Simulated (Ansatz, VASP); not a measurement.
# GaP in VASP and in Ansatz

File INCAR:

```
ALGO = Normal
EDIFF = 1E-6
ENCUT = 520
GGA = PE
ISIF = 2
ISMEAR = 0
LASPH = T
LCHARG = F
LREAL = F
LWAVE = F
NBANDS = 16
NELM = 100
PREC = Accurate
SIGMA = 0.05
```

Contents of KPOINTS:

```
k-points
0
Gamma
  8 8 8
```

File POSCAR:

```
GaP
1.0
    0.0000000000      2.8342600000      2.5072300000
    2.8342600000      0.0000000000      2.5072300000
    2.8342600000      2.8342600000      0.0000000000
Ga P
1 1
Direct
    0.0000000000      0.0000000000      0.0000000000
    0.7500000000      0.7500000000      0.7500000000
```

Input for Ansatz:

```yaml
crystal:
  lattice:
    - [0.0, 2.83426, 2.50723]
    - [2.83426, 0.0, 2.50723]
    - [2.83426, 2.83426, 0.0]
  atoms:
    - { symbol: Ga, position: [0.0, 0.0, 0.0] }
    - { symbol: P, position: [0.75, 0.75, 0.75] }
basis:
  ecutwfc: 420
kpoints:
  mp_grid: { grid: [8, 8, 8] }
hamiltonian:
  xc: pbe
scf:
  occupations: { method: gaussian, width: 0.05 }
output:
  forces: true
  stress: true
  eigenvalues: true
```

Change from the starting cell: strain +0.040 along x and y, -0.080 along z, atoms carried along.

Alike in both runs: task single point; functional PBE; k mesh 8 × 8 × 8; occupations gaussian, width 0.05 eV; no spin polarisation.

|  | VASP | Ansatz |
| --- | --- | --- |
| version | VASP 6.6.1 | Ansatz 0.2.0 |
| potentials or method | VASP PAW PBE potentials, release 64 (Ga_d, P), cutoff 520 eV | scalar-relativistic, plane waves, PAW |
| valence electrons in the cell | 18 | 18 |

|  | VASP | Ansatz | Ansatz less VASP |
| --- | --- | --- | --- |
| gap on the k mesh at the Fermi level (eV) | 0.53 | 0.53 | +0.001 |
| least direct gap on the mesh (eV) | 1.40 | 1.40 | +0.001 |
| pressure (GPa) | 2.5 | 2.6 | +0.08 |
| traceless stress, the component that is largest in VASP (GPa) | 4.69 | 4.68 | -0.012 |
